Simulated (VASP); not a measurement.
# LiTi12O24 (a cell with a defect) in VASP: notebook, part 3 of 3

VASP 6.6.1. The steps go on from the part before.

### 4 Single point, PBE

INCAR

```
SYSTEM = LiTi12O24
PREC = Accurate ; ENCUT = 520
EDIFF = 1E-6 ; ISMEAR = 0
SIGMA = 0.02 ; LREAL = Auto
LASPH = .TRUE. ; NELM = 100
ALGO = Normal ; ISIF = 2
LWAVE = .FALSE. ; LCHARG = .TRUE.
GGA = PE ; LELF = .TRUE.
LVHAR = .TRUE. ; NELECT = 290.0
NBANDS = 170
```

KPOINTS

```
Automatic mesh
0
Gamma
  2 2 2
  0.5 0.5 0.5
```

POSCAR

```
LiTi12O24
1.0
   -4.6433174325     -4.6433174325      0.0000000000
   -4.6433174325      4.6433174325      0.0000000000
    0.0000000000      0.0000000000     -8.8916049598
Ti O Li
12 24 1
Direct
    0.0060587070      0.5206214167      0.3303694905
   -0.0115832055      0.4928029439      0.0011794271
    0.0093932841      0.5058346827      0.6599882728
    0.4939318781     -0.0206215710      0.3303678035
    0.5115807899      0.0071983017      0.0011780775
    0.4906045157     -0.0058373136      0.6599870357
    0.5121520410      0.4807800743      0.5021347687
    0.4958502264      0.4883189730      0.1690219040
    0.4802866770      0.5319854901      0.8370032220
   -0.0121596253      0.0192172948      0.5021335316
    0.0041416509      0.0116821649      0.1690205544
    0.0197118765     -0.0319858597      0.8370019849
    0.8075630311      0.5029243712      0.4996336455
    0.8066937173      0.5011638842      0.1675964021
    0.8071798998      0.5170386335      0.8337682605
    0.3023854217      0.0059846221      0.4998742094
    0.3034074281      0.0075133782      0.1661036457
    0.3048112735     -0.0026475683      0.8332292127
   -0.0146204736      0.1967051603      0.6729386907
   -0.0041029932      0.1962259771      0.3337048838
   -0.0125306962      0.1937892494      0.9926214716
    0.4934882298      0.6946676696      0.6616935892
    0.4979120066      0.6914725402      0.3325689809
    0.4938322726      0.6967916898      1.0059588837
    0.0020845010      0.8085271047      0.3325690934
    0.0061650965      0.8032086012      0.0059586543
    0.0065094623      0.8053316523      0.6616934768
    0.5041000393      0.3037732226      0.3337051087
    0.5125279576      0.3062108117     -0.0073786454
    0.5146179504      0.3032944701      0.6729384658
    0.1976118397      0.4940147929      0.4998745468
    0.1965892949      0.4924865752      0.1661040956
    0.1951866339      0.5026476294      0.8332293251
    0.6924342449     -0.0029248485      0.4996333081
    0.6933032356     -0.0011636077      0.1675962896
    0.6928179145     -0.0170387877      0.8337683729
    0.7499985841      0.2499998152      0.8069345222
```

Potentials or basis: VASP PAW PBE potentials, release 64 (Ti_sv, O, Li_sv).

Started as:

```sh
> cat potpaw_PBE.64/Ti_sv/POTCAR potpaw_PBE.64/O/POTCAR potpaw_PBE.64/Li_sv/POTCAR > POTCAR
> mpirun -np 1 vasp_std > vasp.out
```

OUTCAR:

```text
SYSTEM = LiTi12O24
   PREC = Accurate
   ENCUT = 520
   EDIFF = 1E-6
   ISMEAR = 0
   LREAL = Auto
   LASPH = .TRUE.
   NELM = 100
   ISIF = 2
   GGA = PE
   NELECT = 290.0

 ion  position               nearest neighbor table
   1  0.006  0.521  0.330-  25 1.89  32 1.93  14 1.96  31 1.97  13 1.99  20 2.13
   2  0.988  0.493  0.001-  14 1.90  15 1.91  21 1.96  32 2.00  33 2.02  26 2.04
   3  0.009  0.506  0.660-  31 1.89  13 1.95  33 1.97  27 1.97  15 2.04  19 2.04  37 2.73
   4  0.494  0.979  0.330-  23 1.89  17 1.93  35 1.96  16 1.97  34 1.99  28 2.13
   5  0.512  0.007  0.001-  35 1.90  36 1.91  29 1.96  17 2.00  18 2.02  24 2.04
   6  0.491  0.994  0.660-  16 1.89  34 1.95  18 1.97  22 1.97  36 2.04  30 2.04  37 2.73
   7  0.512  0.481  0.502-  28 1.90  30 1.91  13 1.95  22 2.00  23 2.05  31 2.07
   8  0.496  0.488  0.169-  28 1.90  32 1.97  23 1.97  29 1.98  24 1.99  14 2.04
   9  0.480  0.532  0.837-  24 1.85  33 1.88  22 1.89  29 2.04  30 2.11  15 2.15  37 2.58
  10  0.988  0.019  0.502-  20 1.90  19 1.91  34 1.95  27 2.00  25 2.05  16 2.07
  11  0.004  0.012  0.169-  20 1.90  17 1.97  25 1.97  21 1.98  26 1.99  35 2.04
  12  0.020  0.968  0.837-  26 1.85  18 1.88  27 1.89  21 2.04  19 2.11  36 2.15  37 2.58
  13  0.808  0.503  0.500-   7 1.95   3 1.95   1 1.99
  14  0.807  0.501  0.168-   2 1.90   1 1.96   8 2.04
[... 431 lines left out ...]
      5     -52.1599      2.00000
      6     -52.1592      2.00000
[... 149 lines left out ...]
    156       7.4239      0.00000
    157       7.4537      0.00000
 [bands above 157 left out]

------------------------ aborting loop because EDIFF is reached ----------------------------------------

  FORCE on cell =-STRESS in cart. coord.  units (eV):
  Direction    XX          YY          ZZ          XY          YZ          ZX
  --------------------------------------------------------------------------------------
  -------------------------------------------------------------------------------------
  Total       -0.6423338     -4.9909579     -3.6224767     -1.0921185      0.0000000      0.0000000
  in kB       -2.6841357    -20.8558351    -15.1373301     -4.5636618      0.0000000      0.0000000
  external PRESSURE =     -12.8924336 kB  Pullay stress =       0.0000000 kB

 VOLUME and BASIS-vectors are now :
 -----------------------------------------------------------------------------
  energy-cutoff  :      520.00
  volume of cell :      383.41
      direct lattice vectors                 reciprocal lattice vectors
    -4.643317432 -4.643317432  0.000000000    -0.107681632 -0.107681632  0.000000000
    -4.643317432  4.643317432  0.000000000    -0.107681632  0.107681632  0.000000000
     0.000000000  0.000000000 -8.891604960     0.000000000  0.000000000 -0.112465635

 POSITION                                       TOTAL-FORCE (eV/Angst)
 -----------------------------------------------------------------------------------
     -2.44554      2.38928     -2.93752         0.031296     -0.041470     -0.008031
     -6.87777     -2.30129     -0.01049        -0.049124      0.017673      0.019476
     -2.39237      2.30514     -5.86835        -0.024685      0.010835     -0.029435
     -6.84105      2.25408     -2.93750        -0.031296      0.041470     -0.008031
     -2.40886     -2.34201     -0.01047         0.049124     -0.017673      0.019476
     -6.89425      2.33818     -5.86834         0.024685     -0.010835     -0.029435
[... 29 lines left out ...]
     -7.78117      1.34723     -7.41354        -0.005732     -0.051948      0.022425
     -4.64331     -2.32165     -7.17494         0.000000      0.000000      0.055807
 -----------------------------------------------------------------------------------
    total drift:                               -0.122385     -0.119023     -0.008952

  FREE ENERGIE OF THE ION-ELECTRON SYSTEM (eV)
  ---------------------------------------------------
  free  energy   TOTEN  =      -332.1179268993 eV

  energy  without entropy=     -332.1179268993  energy(sigma->0) =     -332.11792690
```

OSZICAR:

```text
N       E                     dE             d eps       ncg     rms          rms(c)
DAV:   1     0.499563711963E+04    0.49956E+04   -0.14029E+05   680   0.205E+03
DAV:   2     0.767424726971E+03   -0.42282E+04   -0.40672E+04   680   0.653E+02
DAV:   3    -0.327290055967E+03   -0.10947E+04   -0.10575E+04   864   0.279E+02
DAV:   4    -0.428421019498E+03   -0.10113E+03   -0.10082E+03   904   0.943E+01
DAV:   5    -0.437176137603E+03   -0.87551E+01   -0.87510E+01  1104   0.219E+01    0.759E+01
DAV:   6    -0.335010658732E+03    0.10217E+03   -0.69851E+02   956   0.104E+02    0.303E+01
DAV:   7    -0.333137191453E+03    0.18735E+01   -0.11727E+02   976   0.345E+01    0.177E+01
DAV:   8    -0.332853781878E+03    0.28341E+00   -0.25422E+01   966   0.192E+01    0.933E+00
DAV:   9    -0.332190280039E+03    0.66350E+00   -0.12190E+01   960   0.126E+01    0.384E+00
DAV:  10    -0.332093295509E+03    0.96985E-01   -0.10034E+00  1008   0.420E+00    0.114E+00
DAV:  11    -0.332127740863E+03   -0.34445E-01   -0.28464E-01  1024   0.189E+00    0.949E-01
DAV:  12    -0.332119294109E+03    0.84468E-02   -0.56040E-02   960   0.121E+00    0.441E-01
DAV:  13    -0.332118466756E+03    0.82735E-03   -0.22497E-02   944   0.537E-01    0.168E-01
DAV:  14    -0.332118041553E+03    0.42520E-03   -0.38862E-03   992   0.212E-01    0.868E-02
DAV:  15    -0.332117929000E+03    0.11255E-03   -0.54716E-04   984   0.102E-01    0.344E-02
DAV:  16    -0.332117925786E+03    0.32135E-05   -0.17944E-04   984   0.555E-02    0.144E-02
DAV:  17    -0.332117925984E+03   -0.19793E-06   -0.26941E-05  1024   0.255E-02    0.907E-03
DAV:  18    -0.332117926899E+03   -0.91527E-06   -0.87375E-06   800   0.118E-02
   1 F= -.33211793E+03 E0= -.33211793E+03  d E =-.148950E-26
```

Run time: 9.4 min. Hardware: 1 thread of Oxide Virtual Turin-like, shared host; peak memory 0.42 GiB.

What came out:

```
Free energy   : -332.1179 eV
Largest force : 0.098 eV/Å
```

Forces on the atoms (eV/Å):
```
Ti   0.031 -0.041 -0.008
Ti  -0.049  0.018  0.019
Ti  -0.025  0.011 -0.029
Ti  -0.031  0.041 -0.008
Ti   0.049 -0.018  0.019
Ti   0.025 -0.011 -0.029
Ti  -0.045  0.017 -0.006
Ti  -0.019  0.025  0.006
Ti  -0.001 -0.098  0.008
Ti   0.045 -0.017 -0.006
Ti   0.019 -0.025  0.006
Ti   0.001  0.098  0.008
O    0.009  0.005 -0.001
O    0.044  0.034 -0.023
O    0.006  0.052  0.022
O    0.028  0.031  0.027
O    0.001  0.005  0.007
O   -0.030 -0.017 -0.015
O   -0.018  0.018 -0.029
O   -0.072  0.063 -0.002
O    0.007 -0.002  0.019
O   -0.026  0.034  0.029
O    0.006 -0.012 -0.010
O   -0.055  0.056 -0.042
O   -0.006  0.012 -0.010
O    0.055 -0.056 -0.042
O    0.026 -0.034  0.029
O    0.072 -0.063 -0.002
O   -0.007  0.002  0.019
O    0.018 -0.018 -0.029
O   -0.028 -0.031  0.027
O   -0.001 -0.005  0.007
O    0.030  0.017 -0.015
O   -0.009 -0.005 -0.001
O   -0.044 -0.034 -0.023
O   -0.006 -0.052  0.022
Li   0.000  0.000  0.056
```

Levels at points of the mesh, in eV from the Fermi level:
```
           k point  band 142  band 143  band 144  band 145  band 146  band 147  band 148  band 149
(0.25, 0.25, 0.25)     -0.80     -0.75     -0.47     -0.20      2.32      2.37      2.40      2.42
```

Caveat: the cell carries a net charge on a neutralising background, which shifts energy and pressure; the cell is charged against a uniform background, so pressure and absolute levels hang on convention; the cutoff is under 1.25 times the usual one of these potentials, so pressure, stress and relaxed cells hold a basis-set (Pulay) error.

### 5 Single point, PBE

INCAR

```
PREC = Accurate
ENCUT = 520
EDIFF = 1E-6
ISMEAR = 0
SIGMA = 0.02
LREAL = Auto
LASPH = True
NELM = 100
ALGO = Normal
ISIF = 2
LWAVE = False
LCHARG = False
GGA = PE
NBANDS = 170
NELECT = 290.0
```

KPOINTS is that of step 4.

POSCAR

```
LiTi12O24
1.0
   -4.6433174325     -4.6433174325      0.0000000000
   -4.6433174325      4.6433174325      0.0000000000
    0.0000000000      0.0000000000     -8.8916049598
Ti O Li
12 24 1
Direct
    0.0060110041      0.5205965423      0.3363317437
    0.0095632058      0.5059374109      0.0066998028
   -0.0116508296      0.4927120606      0.6655203449
    0.4939859343     -0.0206017576      0.3363308439
    0.4904303945     -0.0059341194      0.0066991280
    0.5116509984      0.0072794937      0.6655197826
    0.4957496517      0.4883889661      0.4976142125
    0.5122927809      0.4807276333      0.1645203545
    0.4803221043      0.5319672919      0.8296097311
    0.0042497633      0.0116014037      0.4976102762
   -0.0122995037      0.0192742584      0.1645175429
    0.0196749417     -0.0319691691      0.8296066946
    0.8066981322      0.5011538698      0.4990763782
    0.8075943664      0.5029249096      0.1670242894
    0.8071524410      0.5169879154      0.8328801193
    0.3034100124      0.0075120860      0.5005551889
    0.3023559170      0.0059712696      0.1668000329
    0.3048205341     -0.0026568289      0.8334322131
   -0.0124609185      0.1937793427      0.6740262334
   -0.0041179610      0.1962247926      0.3329629480
   -0.0146043214      0.1967271274      0.9937490520
    0.4938310881      0.6968103187      0.6607082778
    0.4979163138      0.6914917075      0.3340997507
    0.4935028745      0.6946592704      1.0049561401
    0.0020813783      0.8085056761      0.3341000881
    0.0064947100      0.8053403745      0.0049557982
    0.0061671424      0.8031865265      0.6607080529
    0.5041158685      0.3037728995      0.3329629480
    0.5146015828      0.3032725030     -0.0062509525
    0.5124588260      0.3062179187      0.6740258960
    0.1965880027      0.4924848523      0.5005554138
    0.1976413444      0.4940272840      0.1668000329
    0.1951770503      0.5026552748      0.8334325505
    0.6932996821     -0.0011568238      0.4990759284
    0.6924031249     -0.0029260330      0.1670240645
    0.6928456964     -0.0169894695      0.8328797819
    0.7499987995      0.2499991691      0.8601395400
```

Started as:

```sh
> cat potpaw_PBE.64/Ti_sv/POTCAR potpaw_PBE.64/O/POTCAR potpaw_PBE.64/Li_sv/POTCAR > POTCAR
> mpirun -np 1 vasp_std > vasp.out
```

It took 11 min on 1 thread of Oxide Virtual Turin-like, shared host; peak memory 0.42 GiB.

It converged, with:

- Free energy: -332.1186 eV
- Largest force: 0.102 eV/Å

Forces on the atoms (eV/Å):
```
Ti   0.026 -0.042  0.001
Ti  -0.024  0.007  0.032
Ti  -0.044  0.010 -0.018
Ti  -0.026  0.042  0.001
Ti   0.024 -0.007  0.032
Ti   0.044 -0.010 -0.018
Ti  -0.019  0.023 -0.017
Ti  -0.027  0.028  0.005
Ti   0.002 -0.101 -0.005
Ti   0.019 -0.023 -0.017
Ti   0.027 -0.028  0.005
Ti  -0.002  0.101 -0.005
O    0.044  0.037  0.020
O    0.011  0.007 -0.004
O    0.008  0.050 -0.019
O    0.001  0.006 -0.006
O    0.028  0.032 -0.029
O   -0.029 -0.016  0.014
O    0.007 -0.002 -0.017
O   -0.070  0.064  0.000
O   -0.020  0.021  0.031
O   -0.050  0.053  0.043
O    0.006 -0.017  0.013
O   -0.024  0.034 -0.023
O   -0.006  0.017  0.013
O    0.024 -0.034 -0.023
O    0.050 -0.053  0.043
O    0.070 -0.064  0.000
O    0.020 -0.021  0.031
O   -0.007  0.002 -0.017
O   -0.001 -0.006 -0.006
O   -0.028 -0.032 -0.029
O    0.029  0.016  0.014
O   -0.044 -0.037  0.020
O   -0.011 -0.007 -0.004
O   -0.008 -0.050 -0.019
Li   0.000  0.000 -0.044
```

Levels at points of the mesh, in eV from the Fermi level:
| k point | band 142 | band 143 | band 144 | band 145 | band 146 | band 147 | band 148 | band 149 |
| --- | --- | --- | --- | --- | --- | --- | --- | --- |
| (0.25, 0.25, 0.25) | -0.76 | -0.71 | -0.43 | -0.16 | 2.37 | 2.42 | 2.45 | 2.46 |

Caveat: the cell carries a net charge on a neutralising background, which shifts energy and pressure; the cell is charged against a uniform background, so pressure and absolute levels hang on convention; the cutoff is under 1.25 times the usual one of these potentials, so pressure, stress and relaxed cells hold a basis-set (Pulay) error.
